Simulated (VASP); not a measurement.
Runs of VASP 6.6.1 on CuP3. The structure is that of space group Pm-3m (No. 221), or close to it. The cells are those of the table. 

| task | cell | k mesh | cutoff (eV) | gap on the mesh (eV) | pressure (GPa) | relaxed volume (Å³/atom) |
| --- | --- | --- | --- | --- | --- | --- |
| relaxation of cell and atoms | relaxed from a = 3.979 Å, 4 atoms | 4 × 4 × 4 | 600 | none | 0.0 | 14.32 |
| single point | a = 3.979 Å, 4 atoms | 4 × 4 × 4 | 520 | none | (a) | - |
| relaxation of cell and atoms | relaxed from a = 3.859 Å, 4 atoms | 12 × 12 × 12 | 600 | none | 0.0 | 14.25 |
| single point | a = 3.848 Å, 4 atoms | 12 × 12 × 12 | 520 | none | 0.0 | - |
| single point | a = 3.859 Å, 4 atoms | 4 × 4 × 4 | 520 | none | -0.3 | - |

Alike in all rows: level PBE; potentials or basis VASP PAW PBE potentials, release 64 (Cu, P); no spin polarisation; smearing gaussian 0.1 eV.

Problem. Fill in the values left out.

Solution. (a) -8.1.

Caveats: some runs use coarse meshes.

A gap of «none» marks levels without a gap at the run's occupations.
